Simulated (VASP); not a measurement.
# Ge7I (Fm-3m) in VASP: single point with PBE

Aim: the single point of Ge7I with PBE.

All numbers are computed with VASP 6.6.1; they aren't measurements. Logs are shortened: lines on timing, memory, paths and dates and some standing lists are left out, and cuts for length are marked.

## 1. The cell of the first run

Symmetry: Fm-3m, No. 225, cubic system. The conventional cell has a = 9.027 Å, b = 9.027 Å, c = 9.027 Å, α = 90.00°, β = 90.00°, γ = 90.00°. Within 4.2 Å of Ge (site symmetry m-3m) lie 12 Ge at 3.19 Å. Within 4.2 Å of Ge (site symmetry mmm) lie 10 Ge at 3.19 Å and 2 I at 3.19 Å. Within 4.2 Å of I (site symmetry m-3m) lie 12 Ge at 3.19 Å.

## 2. Single point, PBE

The input, INCAR:

```
SYSTEM = Ge7I
ALGO     = Normal         ! electronic algorithm
EDIFF    = 1E-7           ! SCF threshold, eV
ENCUT    = 520            ! plane-wave cutoff, eV
GGA      = PE             ! functional
ISIF     = 2              ! what is computed and relaxed
ISMEAR   = 0              ! smearing method
LASPH    = .TRUE.         ! aspherical terms in the spheres
LCHARG   = .FALSE.        ! write CHGCAR
LREAL    = .FALSE.        ! projectors in reciprocal space
LWAVE    = .FALSE.        ! write WAVECAR
NBANDS   = 62             ! bands
NELM     = 60             ! most SCF steps
PREC     = Accurate       ! precision mode
SIGMA    = 0.1            ! smearing width, eV
```

The input, KPOINTS:

```
k-points
0
G
  4 4 4
  0 0 0
```

The input, POSCAR:

```
Ge7I
1.0
    0.0000000000      4.5133372200      4.5133372200
    4.5133372200      0.0000000000      4.5133372200
    4.5133372200      4.5133372200      0.0000000000
Ge I
7 1
Direct
    0.5000000000      0.5000000000      0.5000000000
    0.0000000000      0.0000000000      0.5000000000
    0.5000000000      0.0000000000      0.5000000000
    0.0000000000      0.5000000000      0.5000000000
    0.5000000000      0.5000000000      0.0000000000
    0.0000000000      0.5000000000      0.0000000000
    0.5000000000      0.0000000000      0.0000000000
    0.0000000000      0.0000000000      0.0000000000
```

Potentials or basis: VASP PAW PBE potentials, release 64 (Ge_d, I).

Launch:

```console
cat potpaw_PBE.64/Ge_d/POTCAR potpaw_PBE.64/I/POTCAR > POTCAR
mpirun -np 1 vasp_std > vasp.out
```

OUTCAR:

```text
SYSTEM = Ge7I
   EDIFF = 1E-7
   ENCUT = 520
   GGA = PE
   ISIF = 2
   ISMEAR = 0
   LASPH = .TRUE.
   LREAL = .FALSE.
   NELM = 60
   PREC = Accurate

 ion  position               nearest neighbor table
   1  0.500  0.500  0.500-
   2  0.000  0.000  0.500-   8 3.19   8 3.19
   3  0.500  0.000  0.500-   8 3.19   8 3.19
   4  0.000  0.500  0.500-   8 3.19   8 3.19
   5  0.500  0.500  0.000-   8 3.19   8 3.19
   6  0.000  0.500  0.000-   8 3.19   8 3.19
   7  0.500  0.000  0.000-   8 3.19   8 3.19
   8  0.000  0.000  0.000-   2 3.19   6 3.19   7 3.19   2 3.19   3 3.19   4 3.19   4 3.19   5 3.19
                             6 3.19   3 3.19   5 3.19   7 3.19

  LATTYP: Found a face centered cubic cell.
 ALAT       =     9.0266744400

  Lattice vectors:

 A1 = (   0.0000000000,   4.5133372200,   4.5133372200)
 A2 = (   4.5133372200,   0.0000000000,   4.5133372200)
 A3 = (   4.5133372200,   4.5133372200,   0.0000000000)

Analysis of symmetry for initial positions (statically):
=====================================================================
 Subroutine PRICEL returns:
 Original cell was already a primitive cell.

 Routine SETGRP: Setting up the symmetry group for a
 face centered cubic supercell.

 Subroutine GETGRP returns: Found 48 space group operations
 (whereof 48 operations were pure point group operations)
 out of a pool of 48 trial point group operations.

The static configuration has the point symmetry O_h .

Analysis of symmetry for dynamics (positions and initial velocities):
=====================================================================
 Subroutine PRICEL returns:
 Original cell was already a primitive cell.

 Routine SETGRP: Setting up the symmetry group for a
 face centered cubic supercell.

 Subroutine GETGRP returns: Found 48 space group operations
 (whereof 48 operations were pure point group operations)
 out of a pool of 48 trial point group operations.

The dynamic configuration has the point symmetry O_h .

 Subroutine INISYM returns: Found 48 space group operations
 (whereof 48 operations are pure point group operations),
 and found     1 'primitive' translations

----------------------------------------------------------------------------------------

[... 88 lines left out ...]
   LREAL  =      F    real-space projection
   EDIFFG = 0.1E-05   stopping-criterion for IOM
   NSW    =      0    number of steps for IOM
   IBRION =     -1    ionic relax: 0-MD 1-quasi-New 2-CG
   NFREE  =      0    steps in history (QN), initial steepest desc. (CG)
   ISIF   =      2    stress and relaxation
   ISYM   =      2    0-nonsym 1-usesym 2-fastsym
   POTIM  = 0.5000    time-step for ionic-motion
   TEBEG  =    0.0;   TEEND  =   0.0 temperature during run
   PSTRESS=    0.0 pullay stress
   NELECT =     105.0000    total number of electrons
   NUPDOWN=      -1.0000    fix difference up-down
   EMIN   =  10.00;   EMAX   =-10.00  energy-range for DOS
   EFERMI =   0.00;   METHOD = LEGACY
   ISMEAR =     0;   SIGMA  =   0.10  broadening in eV -4-tet -1-fermi 0-gaus
   EFERMI_NEDOS =   21; number of points for ismear=-14 and -15
   IALGO  =     38    algorithm
   IMIX   =      4    mixing-type and parameters
     AMIX     =   0.40;   BMIX     =  1.00
     AMIX_MAG =   1.60;   BMIX_MAG =  1.00
  volume/ion in A,a.u.               =      22.98       155.11
  Fermi-wavevector in a.u.,A,eV,Ry     =   1.358199  2.566624 25.098737  1.844705
  Thomas-Fermi vector in A             =   2.485053
   LORBIT       =      0    0 simple, 1 ext, 2 COOP (PROOUT), +10 PAW based schemes
   GGA     = PE    functional components
   LHFCALC =     F    Hartree Fock is set to
   AEXX    =    0.0000 exact exchange contribution
   IVDW    =     0    specifies the selected vdW correction
   LEPSILON=     F    determine dielectric tensor
   LRPA    =     F    only Hartree local field effects (RPA)
 non-spin polarized calculation
 Gauss-broadening in eV      SIGMA  =   0.10
  energy-cutoff  :      520.00
  volume of cell :      183.88
 maximum number of plane-waves:      4988
   NGX = 23   NGY = 23   NGZ = 23

 number of electron     105.0000099 magnetization

 Free energy of the ion-electron system (eV)
  ---------------------------------------------------
  ext. energy  EPLUGINS =         0.00000000
  ---------------------------------------------------
  free energy    TOTEN  =       -28.99258508 eV

  energy without entropy =      -28.97472857  energy(sigma->0) =      -28.98365682

 E-fermi :   5.8005     XC(G=0): -10.4417

 val. band max:        5.7313088257   @ k =  -0.2500   0.2500   0.0000
 cond. band min:       5.8430791093   @ k =   0.5000   0.5000   0.0000
 fundamental gap:      0.1117702837
 Fermi energy:         5.8005276960

 k-point     1 :       0.0000    0.0000    0.0000
  band No.  band energies     occupation
      1     -19.1100      2.00000
      2     -19.0997      2.00000
      3     -19.0997      2.00000
      4     -19.0997      2.00000
      5     -19.0860      2.00000
      6     -19.0860      2.00000
[... 509 lines left out ...]
     61       7.9260      0.00000
     62       8.1188      0.00000

------------------------ aborting loop because EDIFF is reached ----------------------------------------

  FORCE on cell =-STRESS in cart. coord.  units (eV):
  Direction    XX          YY          ZZ          XY          YZ          ZX
  --------------------------------------------------------------------------------------
  -------------------------------------------------------------------------------------
  Total       -2.8223525     -2.8223525     -2.8223525     -0.0000000     -0.0000000      0.0000000
  in kB      -24.5922628    -24.5922628    -24.5922628     -0.0000000     -0.0000000      0.0000000
  external PRESSURE =     -24.5922628 kB  Pullay stress =       0.0000000 kB

 VOLUME and BASIS-vectors are now :
 -----------------------------------------------------------------------------
  energy-cutoff  :      520.00
  volume of cell :      183.88
      direct lattice vectors                 reciprocal lattice vectors
     0.000000000  4.513337220  4.513337220    -0.110782770  0.110782770  0.110782770
     4.513337220  0.000000000  4.513337220     0.110782770 -0.110782770  0.110782770
     4.513337220  4.513337220  0.000000000     0.110782770  0.110782770 -0.110782770

 POSITION                                       TOTAL-FORCE (eV/Angst)
 -----------------------------------------------------------------------------------
      4.51334      4.51334      4.51334         0.000000      0.000000      0.000000
      2.25667      2.25667      0.00000        -0.000000      0.000000     -0.000000
      2.25667      4.51334      2.25667         0.000000     -0.000000      0.000000
      4.51334      2.25667      2.25667        -0.000000     -0.000000      0.000000
      2.25667      2.25667      4.51334         0.000000      0.000000     -0.000000
      2.25667      0.00000      2.25667         0.000000      0.000000      0.000000
      0.00000      2.25667      2.25667         0.000000      0.000000      0.000000
      0.00000      0.00000      0.00000         0.000000      0.000000      0.000000
 -----------------------------------------------------------------------------------
    total drift:                                0.000000      0.000000      0.000000

  FREE ENERGIE OF THE ION-ELECTRON SYSTEM (eV)
  ---------------------------------------------------
  free  energy   TOTEN  =       -28.9925850767 eV

  energy  without entropy=      -28.9747285706  energy(sigma->0) =      -28.98365682
```

OSZICAR:

```text
N       E                     dE             d eps       ncg     rms          rms(c)
DAV:   1     0.131408983263E+04    0.13141E+04   -0.47054E+04  1170   0.438E+03
DAV:   2     0.233677049453E+03   -0.10804E+04   -0.10565E+04   992   0.113E+03
DAV:   3    -0.425206851193E+01   -0.23793E+03   -0.23156E+03  1032   0.263E+02
DAV:   4    -0.281723111239E+02   -0.23920E+02   -0.23238E+02  1156   0.840E+01
DAV:   5    -0.292227341002E+02   -0.10504E+01   -0.10353E+01  1068   0.182E+01    0.882E+00
DAV:   6    -0.290004655322E+02    0.22227E+00   -0.79324E-01  1540   0.112E+01    0.559E+00
DAV:   7    -0.289961410783E+02    0.43245E-02   -0.31616E-01  1126   0.287E+00    0.350E+00
DAV:   8    -0.289924318693E+02    0.37092E-02   -0.27421E-02  1198   0.107E+00    0.140E+00
DAV:   9    -0.289927479543E+02   -0.31609E-03   -0.43728E-03  1138   0.515E-01    0.410E-01
DAV:  10    -0.289925687737E+02    0.17918E-03   -0.89086E-04  1132   0.249E-01    0.113E-01
DAV:  11    -0.289925890713E+02   -0.20298E-04   -0.23753E-04  1310   0.652E-02    0.766E-02
DAV:  12    -0.289925827998E+02    0.62716E-05   -0.39288E-05  1134   0.511E-02    0.155E-02
DAV:  13    -0.289925850952E+02   -0.22954E-05   -0.31681E-06  1088   0.117E-02    0.125E-02
DAV:  14    -0.289925850767E+02    0.18521E-07   -0.42654E-07   980   0.645E-03
   1 F= -.28992585E+02 E0= -.28983657E+02  d E =-.178565E-01
```

It took 2 min on 1 thread of Intel Xeon Platinum 8375C at 2.90GHz (Ice Lake), shared host; peak memory 0.34 GiB.

What came out:

* Free energy: -28.9926 eV
* Pressure: -2.5 GPa

Caveat: spin-orbit coupling is left out, which moves the levels of the heavy elements; an odd number of electrons without spin polarisation forces a metal; a magnetic or distorted state may lie lower.
